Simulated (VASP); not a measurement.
Input of a VASP 6.6.1 run:

Contents of INCAR:

```
SYSTEM = SiC3
ALGO = Normal
EDIFF = 1E-6
ENCUT = 520
GGA = PE
ISIF = 2
ISMEAR = 0
LASPH = .True.
LCHARG = .True.
LELF = .True.
LREAL = .False.
LVHAR = .True.
LWAVE = .False.
NBANDS = 16
NELM = 60
PREC = Accurate
SIGMA = 0.1
```

Contents of KPOINTS:

```
k-points
0
Gamma
  6 6 4
  0 0 0
```

File POSCAR:

```
SiC3
1.0
    3.3598528600      0.0000000000      0.0000000000
    0.0000000000      3.3598528600      0.0000000000
    0.0000000000      0.0000000000      4.7515494800
Si C
1 3
Direct
    0.5000000000      0.5000000000      0.0000000000
    0.0000000000      0.5000000000      0.2500000000
    0.5000000000      0.0000000000      0.7500000000
    0.0000000000      0.0000000000      0.5000000000
```

Potentials or basis: VASP PAW PBE potentials, release 64 (Si, C).

Launch:

```bash
$ cat potpaw_PBE.64/Si/POTCAR potpaw_PBE.64/C/POTCAR > POTCAR
$ mpirun -np 1 vasp_std > vasp.out
```

(1) Estimate the pressure.

(2) What does it give for the largest force?

(3) Estimate the band gap on the k mesh.

Results:

(1) -45.2 GPa.

(2) 0.893 eV/Å.

(3) 0.42 eV, indirect (least direct gap 0.71 eV).
